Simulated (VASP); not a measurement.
Here is a VASP 6.6.1 calculation.

File INCAR:

```
SYSTEM = Al3O
  PREC = Accurate
  ENCUT = 520
  EDIFF = 1E-7
  ISMEAR = 0
  SIGMA = 0.1
  LREAL = .FALSE.
  LASPH = .TRUE.
  NELM = 100
  ALGO = Normal
  ISIF = 2
  LWAVE = .FALSE.
  LCHARG = .FALSE.
  LDIPOL = .TRUE.
  IDIPOL = 3
  DIPOL = 0.5 0.5 0.351
  GGA = PS
  NBANDS = 16
```

KPOINTS

```
regular mesh
0
G
  9 9 1
  0 0 0
```

Contents of POSCAR:

```
Al3O
1.0
    2.8394270062      0.0000000000      0.0000000000
    0.0000000000      2.8394270062      0.0000000000
    0.0000000000      0.0000000000     19.6413451717
Al O
3 1
Direct
    0.5000000000      0.5000000000      0.2036520394
    0.0000000000      0.0000000000      0.3090064802
    0.5000000000      0.5000000000      0.4145003868
    0.6666666667      0.8333333333      0.4750197151
```

Potentials or basis: VASP PAW PBE potentials, release 64 (Al, O).

Command:

```console
$ cat potpaw_PBE.64/Al/POTCAR potpaw_PBE.64/O/POTCAR > POTCAR
$ mpirun -np 1 vasp_std > vasp.out
```

**Question.** Predict the largest force.

**Answer.** 4.385 eV/Å.

Forces on the atoms (eV/Å):
```
Al   0.016  0.019 -0.158
Al   0.095  0.088 -0.062
Al  -1.464 -4.132  0.061
O    1.354  4.025  0.159
```

Caveat: the PAW data sets were made with another functional, which shifts forces and pressure a little; an odd number of electrons without spin polarisation forces a metal; a magnetic or distorted state may lie lower.
